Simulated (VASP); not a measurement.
# SnAs3 (Pm-3m) in VASP: further runs

Runs on SnAs3. Level: PBE. Tasks: single point, relaxation of cell and atoms.

All numbers are computed with VASP 6.6.1; they aren't measurements. Logs are shortened: lines on timing, memory, paths and dates and some standing lists are left out, and cuts for length are marked.

## Step 1: The cell of the first run

The structure is cubic, space group Pm-3m (No. 221). The conventional cell has a = 4.416 Å, b = 4.416 Å, c = 4.416 Å, α = 90.00°, β = 90.00°, γ = 90.00°. Within 4.1 Å of Sn (site symmetry m-3m) lie 12 As at 3.12 Å. As (site symmetry 4/mmm) has 4 Sn at 3.12 Å and 8 As at 3.12 Å within 4.1 Å.

## Step 2: Single point, PBE

INCAR reads:

```
SYSTEM = SnAs3
  PREC = Accurate
  ENCUT = 520
  EDIFF = 1E-6
  ISMEAR = 0
  SIGMA = 0.1
  LREAL = .FALSE.
  LASPH = .TRUE.
  NELM = 100
  ALGO = Normal
  ISIF = 2
  LWAVE = .FALSE.
  LCHARG = .TRUE.
  GGA = PE
  LELF = .TRUE.
  LVHAR = .TRUE.
  NBANDS = 22
```

KPOINTS reads:

```
regular mesh
0
G
  4 4 4
  0 0 0
```

POSCAR reads:

```
SnAs3
1.0
    4.4161024115      0.0000000000      0.0000000000
    0.0000000000      4.4161024115      0.0000000000
    0.0000000000      0.0000000000      4.4161024115
Sn As
1 3
Direct
    0.0000000000      0.0000000000      0.0000000000
    0.0000000000      0.5000000000      0.5000000000
    0.5000000000      0.0000000000      0.5000000000
    0.5000000000      0.5000000000      0.0000000000
```

Potentials or basis: VASP PAW PBE potentials, release 64 (Sn_d, As).

On the command line:

```
$ cat potpaw_PBE.64/Sn_d/POTCAR potpaw_PBE.64/As/POTCAR > POTCAR
$ mpirun -np 1 vasp_std > vasp.out
```

OUTCAR:

```text
SYSTEM = SnAs3
   PREC = Accurate
   ENCUT = 520
   EDIFF = 1E-6
   ISMEAR = 0
   LREAL = .FALSE.
   LASPH = .TRUE.
   NELM = 100
   ISIF = 2
   GGA = PE

 ion  position               nearest neighbor table
   1  0.000  0.000  0.000-   2 3.12   3 3.12   4 3.12   2 3.12   3 3.12   2 3.12   4 3.12   2 3.12
                             3 3.12   4 3.12   3 3.12   4 3.12
   2  0.000  0.500  0.500-   1 3.12   1 3.12   1 3.12   1 3.12
   3  0.500  0.000  0.500-   1 3.12   1 3.12   1 3.12   1 3.12
   4  0.500  0.500  0.000-   1 3.12   1 3.12   1 3.12   1 3.12

  LATTYP: Found a simple cubic cell.
 ALAT       =     4.4161024115

  Lattice vectors:

 A1 = (   4.4161024115,   0.0000000000,   0.0000000000)
 A2 = (   0.0000000000,   4.4161024115,   0.0000000000)
 A3 = (   0.0000000000,   0.0000000000,   4.4161024115)

Analysis of symmetry for initial positions (statically):
=====================================================================
 Subroutine PRICEL returns:
 Original cell was already a primitive cell.

 Routine SETGRP: Setting up the symmetry group for a
 simple cubic supercell.

 Subroutine GETGRP returns: Found 48 space group operations
 (whereof 48 operations were pure point group operations)
 out of a pool of 48 trial point group operations.

The static configuration has the point symmetry O_h .

Analysis of symmetry for dynamics (positions and initial velocities):
=====================================================================
 Subroutine PRICEL returns:
 Original cell was already a primitive cell.

 Routine SETGRP: Setting up the symmetry group for a
 simple cubic supercell.

 Subroutine GETGRP returns: Found 48 space group operations
 (whereof 48 operations were pure point group operations)
 out of a pool of 48 trial point group operations.

The dynamic configuration has the point symmetry O_h .

 Subroutine INISYM returns: Found 48 space group operations
 (whereof 48 operations are pure point group operations),
 and found     1 'primitive' translations

----------------------------------------------------------------------------------------

                                     Primitive cell

  volume of cell :      86.1227

  direct lattice vectors                    reciprocal lattice vectors
     4.416102411  0.000000000  0.000000000     0.226444024  0.000000000  0.000000000
     0.000000000  4.416102411  0.000000000     0.000000000  0.226444024  0.000000000
     0.000000000  0.000000000  4.416102411     0.000000000  0.000000000  0.226444024

  length of vectors
     4.416102411  4.416102411  4.416102411     0.226444024  0.226444024  0.226444024

  position of ions in fractional coordinates (direct lattice)
     0.000000000  0.000000000  0.000000000
     0.000000000  0.500000000  0.500000000
     0.500000000  0.000000000  0.500000000
     0.500000000  0.500000000  0.000000000

  ion indices of the primitive-cell ions
   primitive index   ion index
                 1           1
                 2           2
                 3           3
                 4           4

----------------------------------------------------------------------------------------

 KPOINTS: regular mesh

Automatic generation of k-mesh.
 Grid dimensions read from file:
 generate k-points for:    4    4    4

 Generating k-lattice:

  Cartesian coordinates                     Fractional coordinates (reciprocal lattice)
     0.056611006  0.000000000  0.000000000     0.250000000  0.000000000  0.000000000
     0.000000000  0.056611006  0.000000000     0.000000000  0.250000000  0.000000000
     0.000000000  0.000000000  0.056611006     0.000000000  0.000000000  0.250000000

  Length of vectors
     0.056611006  0.056611006  0.056611006

  Shift w.r.t. Gamma in fractional coordinates (k-lattice)
     0.000000000  0.000000000  0.000000000

 Subroutine IBZKPT returns following result:
 ===========================================

 Found     10 irreducible k-points:

 Following reciprocal coordinates:
            Coordinates               Weight
  0.000000  0.000000  0.000000      1.000000
  0.250000  0.000000  0.000000      6.000000
  0.500000  0.000000  0.000000      3.000000
  0.250000  0.250000  0.000000     12.000000
  0.500000  0.250000  0.000000     12.000000
  0.500000  0.500000  0.000000      3.000000
  0.250000  0.250000  0.250000      8.000000
  0.500000  0.250000  0.250000     12.000000
  0.500000  0.500000  0.250000      6.000000
  0.500000  0.500000  0.500000      1.000000
   k-points           NKPTS =     10   k-points in BZ     NKDIM =     10   number of bands    NBANDS=     22
   number of dos      NEDOS =    301   number of ions     NIONS =      4
   total plane-waves  NPLWV =  46656
   dimension x,y,z NGX =    36 NGY =   36 NGZ =   36
   dimension x,y,z NGXF=    72 NGYF=   72 NGZF=   72
   ions per type =               1   3
   NGX,Y,Z   is equivalent  to a cutoff of  13.55, 13.55, 13.55 a.u.
   NGXF,Y,Z  is equivalent  to a cutoff of  27.10, 27.10, 27.10 a.u.
 SYSTEM =  SnAs3
   PREC   = accura    normal or accurate (medium, high low for compatibility)
   ISTART =      0    job   : 0-new  1-cont  2-samecut
   ICHARG =      2    charge: 1-file 2-atom 10-const
   ISPIN  =      1    spin polarized calculation?
   LNONCOLLINEAR =      F non collinear calculations
   LSORBIT =      F    spin-orbit coupling
   LASPH  =      T    aspherical Exc in radial PAW
   ENCUT  =  520.0 eV  38.22 Ry    6.18 a.u.   8.21  8.21  8.21*2*pi/ulx,y,z
   NELM   =    100;   NELMIN=  2; NELMDL= -5     # of ELM steps
   EDIFF  = 0.1E-05   stopping-criterion for ELM
   LREAL  =      F    real-space projection
   EDIFFG = 0.1E-04   stopping-criterion for IOM
   NSW    =      0    number of steps for IOM
   IBRION =     -1    ionic relax: 0-MD 1-quasi-New 2-CG
   NFREE  =      0    steps in history (QN), initial steepest desc. (CG)
   ISIF   =      2    stress and relaxation
   ISYM   =      2    0-nonsym 1-usesym 2-fastsym
   POTIM  = 0.5000    time-step for ionic-motion
   TEBEG  =    0.0;   TEEND  =   0.0 temperature during run
   PSTRESS=    0.0 pullay stress
   NELECT =      29.0000    total number of electrons
   NUPDOWN=      -1.0000    fix difference up-down
   EMIN   =  10.00;   EMAX   =-10.00  energy-range for DOS
   EFERMI =   0.00;   METHOD = LEGACY
   ISMEAR =     0;   SIGMA  =   0.10  broadening in eV -4-tet -1-fermi 0-gaus
   EFERMI_NEDOS =   21; number of points for ismear=-14 and -15
   IALGO  =     38    algorithm
   IMIX   =      4    mixing-type and parameters
     AMIX     =   0.40;   BMIX     =  1.00
     AMIX_MAG =   1.60;   BMIX_MAG =  1.00
  volume/ion in A,a.u.               =      21.53       145.30
  Fermi-wavevector in a.u.,A,eV,Ry     =   1.138942  2.152289 17.649333  1.297189
  Thomas-Fermi vector in A             =   2.275646
   LORBIT       =      0    0 simple, 1 ext, 2 COOP (PROOUT), +10 PAW based schemes
   GGA     = PE    functional components
   LHFCALC =     F    Hartree Fock is set to
   AEXX    =    0.0000 exact exchange contribution
   IVDW    =     0    specifies the selected vdW correction
   LEPSILON=     F    determine dielectric tensor
   LRPA    =     F    only Hartree local field effects (RPA)
 non-spin polarized calculation
 Gauss-broadening in eV      SIGMA  =   0.10
  energy-cutoff  :      520.00
  volume of cell :       86.12
 maximum number of plane-waves:      2360
 NGX is ok and might be reduce to    36
   NGX = 17   NGY = 17   NGZ = 17

 number of electron      28.9999988 magnetization

 Free energy of the ion-electron system (eV)
  ---------------------------------------------------
  ext. energy  EPLUGINS =         0.00000000
  ---------------------------------------------------
  free energy    TOTEN  =       -16.23518835 eV

  energy without entropy =      -16.20957668  energy(sigma->0) =      -16.22238251

 E-fermi :   6.8914     XC(G=0): -10.5496

 val. band max:        6.8445117757   @ k =   0.2500   0.2500   0.0000
 cond. band min:       6.9187547568   @ k =   0.0000   0.0000   0.0000
 fundamental gap:      0.0742429811
 Fermi energy:         6.8913893426

 k-point     1 :       0.0000    0.0000    0.0000
  band No.  band energies     occupation
      1     -14.9732      2.00000
      2     -14.9732      2.00000
      3     -14.9634      2.00000
      4     -14.9634      2.00000
      5     -14.9634      2.00000
      6      -7.2086      2.00000
[... 14 lines left out ...]
     21      12.5654      0.00000
     22      12.5889      0.00000

 k-point     2 :       0.2500    0.0000    0.0000
  band No.  band energies     occupation
      1     -14.9724      2.00000
      2     -14.9675      2.00000
      3     -14.9661      2.00000
      4     -14.9661      2.00000
      5     -14.9633      2.00000
      6      -6.7779      2.00000
[... 14 lines left out ...]
     21      11.8037      0.00000
     22      12.8013      0.00000

 k-point     3 :       0.5000    0.0000    0.0000
  band No.  band energies     occupation
      1     -14.9715      2.00000
      2     -14.9688      2.00000
      3     -14.9688      2.00000
      4     -14.9632      2.00000
      5     -14.9618      2.00000
      6      -5.7836      2.00000
[... 14 lines left out ...]
     21      10.4516      0.00000
     22      13.9432      0.00000

 k-point     4 :       0.2500    0.2500    0.0000
  band No.  band energies     occupation
      1     -14.9697      2.00000
      2     -14.9690      2.00000
      3     -14.9660      2.00000
      4     -14.9658      2.00000
      5     -14.9640      2.00000
      6      -6.3546      2.00000
[... 14 lines left out ...]
     21      12.7783      0.00000
     22      13.0145      0.00000

 k-point     5 :       0.5000    0.2500    0.0000
  band No.  band energies     occupation
      1     -14.9728      2.00000
      2     -14.9685      2.00000
      3     -14.9679      2.00000
      4     -14.9657      2.00000
      5     -14.9588      2.00000
      6      -5.3790      2.00000
[... 14 lines left out ...]
     21      11.1305      0.00000
     22      15.6538      0.00000

 k-point     6 :       0.5000    0.5000    0.0000
  band No.  band energies     occupation
      1     -14.9769      2.00000
      2     -14.9683      2.00000
      3     -14.9683      2.00000
      4     -14.9657      2.00000
      5     -14.9545      2.00000
      6      -4.2915      2.00000
[... 14 lines left out ...]
     21      11.8870      0.00000
     22      15.1990      0.00000

 k-point     7 :       0.2500    0.2500    0.2500
  band No.  band energies     occupation
      1     -14.9694      2.00000
      2     -14.9691      2.00000
      3     -14.9691      2.00000
      4     -14.9634      2.00000
      5     -14.9634      2.00000
      6      -5.9423      2.00000
[... 14 lines left out ...]
     21      12.2665      0.00000
     22      13.5543      0.00000

 k-point     8 :       0.5000    0.2500    0.2500
  band No.  band energies     occupation
      1     -14.9726      2.00000
      2     -14.9723      2.00000
      3     -14.9689      2.00000
      4     -14.9628      2.00000
      5     -14.9575      2.00000
      6      -5.0027      2.00000
[... 14 lines left out ...]
     21      11.5279      0.00000
     22      15.2973      0.00000

 k-point     9 :       0.5000    0.5000    0.2500
  band No.  band energies     occupation
      1     -14.9764      2.00000
      2     -14.9721      2.00000
      3     -14.9721      2.00000
      4     -14.9598      2.00000
      5     -14.9542      2.00000
      6      -4.0423      2.00000
[... 14 lines left out ...]
     21      12.2628      0.00000
     22      15.7543      0.00000

 k-point    10 :       0.5000    0.5000    0.5000
  band No.  band energies     occupation
      1     -14.9760      2.00000
      2     -14.9760      2.00000
      3     -14.9760      2.00000
      4     -14.9538      2.00000
      5     -14.9538      2.00000
      6      -3.7338      2.00000
[... 14 lines left out ...]
     21      13.1153      0.00000
     22      15.8127      0.00000

------------------------ aborting loop because EDIFF is reached ----------------------------------------

  FORCE on cell =-STRESS in cart. coord.  units (eV):
  Direction    XX          YY          ZZ          XY          YZ          ZX
  --------------------------------------------------------------------------------------
  -------------------------------------------------------------------------------------
  Total       -0.0633170     -0.0633170     -0.0633170     -0.0000000     -0.0000000      0.0000000
  in kB       -1.1779129     -1.1779129     -1.1779129     -0.0000000     -0.0000000      0.0000000
  external PRESSURE =      -1.1779129 kB  Pullay stress =       0.0000000 kB

 VOLUME and BASIS-vectors are now :
 -----------------------------------------------------------------------------
  energy-cutoff  :      520.00
  volume of cell :       86.12
      direct lattice vectors                 reciprocal lattice vectors
     4.416102411  0.000000000  0.000000000     0.226444024  0.000000000  0.000000000
     0.000000000  4.416102411  0.000000000     0.000000000  0.226444024  0.000000000
     0.000000000  0.000000000  4.416102411     0.000000000  0.000000000  0.226444024

 POSITION                                       TOTAL-FORCE (eV/Angst)
 -----------------------------------------------------------------------------------
      0.00000      0.00000      0.00000         0.000000      0.000000      0.000000
      0.00000      2.20805      2.20805         0.000000      0.000000      0.000000
      2.20805      0.00000      2.20805         0.000000      0.000000      0.000000
      2.20805      2.20805      0.00000         0.000000      0.000000      0.000000
 -----------------------------------------------------------------------------------
    total drift:                                0.000000      0.000000     -0.000000

  FREE ENERGIE OF THE ION-ELECTRON SYSTEM (eV)
  ---------------------------------------------------
  free  energy   TOTEN  =       -16.2351883484 eV

  energy  without entropy=      -16.2095766775  energy(sigma->0) =      -16.22238251
```

Wall time 28 s (1 thread of Intel Xeon 8259CL, shared host); peak memory 0.2 GiB.

Results:

| Property | Result |
| --- | --- |
| Free energy | -16.2352 eV |
| Pressure | -0.1 GPa |
| Band gap on the k mesh | zero (an odd number of electrons rules out a gap without spin polarisation) |

Caveat: spin-orbit coupling is left out, which moves the levels of the heavy elements.

## Step 3: Single point, PBE

INCAR reads:

```
SYSTEM = SnAs3
  PREC = Accurate
  ENCUT = 520
  EDIFF = 1E-6
  ISMEAR = 0
  SIGMA = 0.1
  LREAL = .False.
  LASPH = .True.
  NELM = 60
  ALGO = Normal
  ISIF = 2
  LWAVE = .False.
  LCHARG = .False.
  GGA = PE
  NBANDS = 22
```

KPOINTS reads:

```
Automatic mesh
0
Gamma
  10 10 10
  0 0 0
```

POSCAR reads:

```
SnAs3
1.0
    4.4132887358      0.0000000000      0.0000000000
    0.0000000000      4.4132887358      0.0000000000
    0.0000000000      0.0000000000      4.4132887358
Sn As
1 3
Direct
    0.0000000000      0.0000000000      0.0000000000
    0.0000000000      0.5000000000      0.5000000000
    0.5000000000      0.0000000000      0.5000000000
    0.5000000000      0.5000000000      0.0000000000
```

Potentials or basis: VASP PAW PBE potentials, release 64 (Sn_d, As).

On the command line:

```
$ cat potpaw_PBE.64/Sn_d/POTCAR potpaw_PBE.64/As/POTCAR > POTCAR
$ mpirun -np 1 vasp_std > vasp.out
```

Wall time 94 s (1 thread of Intel Xeon 8259CL, shared host); peak memory 0.26 GiB.

The run converged. Its results:

| Quantity | Value |
| --- | --- |
| Free energy | -16.3010 eV |
| Pressure | 0.0 GPa |
| Band gap on the k mesh | zero (an odd number of electrons rules out a gap without spin polarisation) |

Levels at points of the mesh, in eV from the Fermi level:
| k point | band 13 | band 14 | band 15 | band 16 | band 17 | band 18 |
| --- | --- | --- | --- | --- | --- | --- |
| (0.00, 0.00, 0.00) | 0.08 | 0.08 | 0.08 | 1.41 | 1.41 | 1.41 |
| (0.50, 0.00, 0.00) | -2.89 | -1.63 | -1.19 | 1.48 | 1.53 | 1.91 |
| (0.50, 0.50, 0.00) | -1.58 | -1.58 | -1.58 | -1.17 | 0.19 | 3.01 |
| (0.50, 0.50, 0.50) | -6.02 | 3.10 | 3.10 | 3.10 | 3.29 | 3.29 |

Caveat: spin-orbit coupling is left out, which moves the levels of the heavy elements.

## Step 4: Relaxation of cell and atoms, PBE

INCAR reads:

```
PREC     = Accurate       # precision mode
ENCUT    = 600            # plane-wave cutoff, eV
EDIFF    = 1E-6           # SCF threshold, eV
ISMEAR   = 0              # smearing method
SIGMA    = 0.1            # smearing width, eV
LREAL    = F              # projectors in reciprocal space
LASPH    = T              # aspherical terms in the spheres
NELM     = 80             # most SCF steps
ALGO     = Normal         # electronic algorithm
ISIF     = 3              # what is computed and relaxed
LWAVE    = F              # write WAVECAR
LCHARG   = F              # write CHGCAR
GGA      = PE             # functional
IBRION   = 2              # ionic algorithm
NSW      = 100            # ionic steps
EDIFFG   = -0.01          # ionic threshold
```

KPOINTS reads:

```
regular mesh
0
Gamma
  10 10 10
```

POSCAR reads:

```
SnAs3
1.0
    4.4161024115      0.0000000000      0.0000000000
    0.0000000000      4.4161024115      0.0000000000
    0.0000000000      0.0000000000      4.4161024115
Sn As
1 3
Direct
    0.0000000000      0.0000000000      0.0000000000
    0.0000000000      0.5000000000      0.5000000000
    0.5000000000      0.0000000000      0.5000000000
    0.5000000000      0.5000000000      0.0000000000
```

On the command line:

```
$ cat potpaw_PBE.64/Sn_d/POTCAR potpaw_PBE.64/As/POTCAR > POTCAR
$ mpirun -np 1 vasp_std > vasp.out
```

Wall time 2.5 min (1 thread of Intel Xeon 8259CL, shared host); peak memory 0.28 GiB.

It converged, with:

```
Free energy                           : -16.3011 eV
Relaxed volume                        : 21.49 Å³/atom
Relaxed cell                          : a = 4.413 Å, b = 4.413 Å, c = 4.413 Å, α = 90.00°, β = 90.00°, γ = 90.00°
Space group after relaxing (to 0.1 Å) : Pm-3m (No. 221)
Energy gained by relaxing             : 0.0 meV/atom
Ionic steps                           : 2
Pressure after relaxing               : 0.1 GPa
Band gap on the k mesh                : zero (an odd number of electrons rules out a gap without spin polarisation)
```

Final structure:
```xyz
4
Lattice="4.4132 0.0000 0.0000 0.0000 4.4132 0.0000 0.0000 0.0000 4.4132" Properties=species:S:1:pos:R:3 pbc="T T T"
Sn    0.0000    0.0000    0.0000
As    0.0000    2.2066    2.2066
As    2.2066    0.0000    2.2066
As    2.2066    2.2066    0.0000
```

Levels at points of the mesh, in eV from the Fermi level:
```csv
k point,band 13,band 14,band 15,band 16,band 17,band 18
"(0.00, 0.00, 0.00)",0.08,0.08,0.08,1.41,1.41,1.41
"(0.50, 0.00, 0.00)",-2.89,-1.63,-1.19,1.48,1.53,1.92
"(0.50, 0.50, 0.00)",-1.58,-1.58,-1.58,-1.17,0.19,3.01
"(0.50, 0.50, 0.50)",-6.02,3.10,3.10,3.10,3.29,3.29
```

Caveat: spin-orbit coupling is left out, which moves the levels of the heavy elements.

## Step 5: Summary

| task | cell | k mesh | cutoff (eV) | gap on the mesh (eV) | pressure (GPa) |
| --- | --- | --- | --- | --- | --- |
| single point | a = 4.416 Å, 4 atoms | 4 × 4 × 4 | 520 | none | -0.1 |
| single point | a = 4.413 Å, 4 atoms | 10 × 10 × 10 | 520 | none | 0.0 |
| relaxation of cell and atoms | relaxed from a = 4.416 Å, 4 atoms | 10 × 10 × 10 | 600 | none | 0.1 |

Alike in all rows: level PBE; potentials or basis VASP PAW PBE potentials, release 64 (Sn_d, As); no spin polarisation; smearing gaussian 0.1 eV.

Caveats: spin-orbit coupling is left out, which moves the levels of the heavy elements.

Absolute energies hang on the potentials; compare differences alone.
